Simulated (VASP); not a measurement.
# NaLiS2: single point with PBE

NaLiS2:

```xyz
4
Lattice="1.7400 3.0137 0.0000 -1.7400 3.0137 0.0000 -1.7400 1.0046 6.8816" Properties=species:S:1:pos:R:3 pbc="T T T"
Li    0.0000    0.0000    0.0000
Na    0.0000    2.0091    3.4408
S    -1.7400    3.0137    5.6567
S     0.0000    4.0183    1.2249
```

```json
{
 "Program": "VASP 6.6.1",
 "Task": "single point",
 "Functional": "PBE",
 "Potentials or basis": "VASP PAW PBE potentials, release 64 (Li_sv, Na_pv, S)",
 "Cutoff": "520 eV",
 "k mesh": "6 × 6 × 6",
 "Occupations": "fermi-dirac, width 0.0747 eV",
 "Spin": "no spin polarisation",
 "Dipole correction": "no",
 "Further INCAR settings": "ALGO = Normal; EDIFF = 1e-06; NBANDS = 19; ISYM = 0"
}
```

```yaml
Largest_force: 1.037 eV/Å
Band_gap_on_the_k_mesh: zero (bands 11 and 12 overlap by 1.13 eV)
```

Forces on the atoms (eV/Å):
```
Li   0.000  0.000  0.000
Na   0.000  0.000  0.000
S    0.000  0.000 -1.037
S    0.000  0.000  1.037
```

Levels at points of the mesh, in eV from the Fermi level:
| k point | band 7 | band 8 | band 9 | band 10 | band 11 | band 12 | band 13 | band 14 | band 15 | band 16 |
| --- | --- | --- | --- | --- | --- | --- | --- | --- | --- | --- |
| (0.00, 0.00, 0.00) | -3.53 | -0.03 | 0.34 | 0.34 | 0.80 | 0.80 | 3.68 | 6.68 | 8.78 | 8.78 |
| (0.50, 0.00, 0.00) | -3.40 | -3.35 | -1.38 | -1.04 | -0.65 | 0.34 | 6.39 | 6.46 | 7.07 | 7.21 |
| (0.50, 0.50, 0.00) | -3.40 | -3.35 | -1.38 | -1.04 | -0.65 | 0.34 | 6.39 | 6.46 | 7.07 | 7.21 |
| (0.00, 0.50, 0.50) | -3.40 | -3.35 | -1.38 | -1.04 | -0.65 | 0.34 | 6.39 | 6.46 | 7.07 | 7.21 |
| (0.00, 0.50, 0.00) | -3.54 | -3.45 | -1.18 | -1.05 | -0.21 | 0.36 | 5.16 | 5.21 | 6.76 | 7.84 |
| (0.50, 0.00, 0.50) | -3.54 | -3.45 | -1.18 | -1.05 | -0.21 | 0.36 | 5.16 | 5.21 | 6.76 | 7.84 |
| (0.50, 0.50, 0.50) | -3.54 | -3.45 | -1.18 | -1.05 | -0.21 | 0.36 | 5.16 | 5.21 | 6.76 | 7.84 |
| (0.00, 0.00, 0.50) | -2.79 | -1.40 | 0.37 | 0.37 | 0.78 | 0.78 | 4.96 | 6.77 | 7.92 | 8.80 |

Wall time 4 min on 1 thread of AMD EPYC 7R43 64-Core Processor (Zen 3) (shared host), peak memory 0.23 GiB.

Caveat: forces of over 1 eV/Å act on the atoms, so gaps and moduli don't describe the material at rest.
